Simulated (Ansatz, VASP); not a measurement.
**Two plane-wave programs on BiTe**

```
CELL_PARAMETERS angstrom
-0.03235 3.21882 3.21882
3.21882 -0.03235 3.21882
3.21882 3.21882 -0.03235
ATOMIC_POSITIONS crystal
Bi 0.00000 0.00000 0.00000
Te 0.50000 0.50000 0.50000
```

Change from the starting cell: equal xy, yz and zx shear strains of -1 %, PAW files.

Alike in both runs: task electric field gradients; functional LDA; k mesh 10 × 10 × 10; occupations fermi-dirac, width 0.08 eV; no spin polarisation.

```csv
,VASP,Ansatz
version,VASP 6.6.1,Ansatz 0.2.0
potentials or method,"VASP PAW LDA potentials, release 64 (Bi_d, Te)","PAW with Ansatz's default frozen-core files, scalar-relativistic"
plane-wave cutoff (eV),520,420
valence electrons in the cell,21,31
```

VASP gave:

| Item | Value |
| --- | --- |
| pressure (GPa) | -2.7 |
| size of Vzz on the site where it differs most (V/Å²) | 18.6 |

Task: Which values does Ansatz return?

Result: Pressure (GPa): -2.8; size of Vzz on the site where it differs most (V/Å²): 19.3.

LDA's correlation is that of Perdew and Zunger in VASP and of Perdew and Wang (1992) in Ansatz. VASP's potentials hold 21 valence electrons a cell and Ansatz's 31, so a difference there can come from the potentials and not from the codes.

Spin-orbit coupling is off throughout.
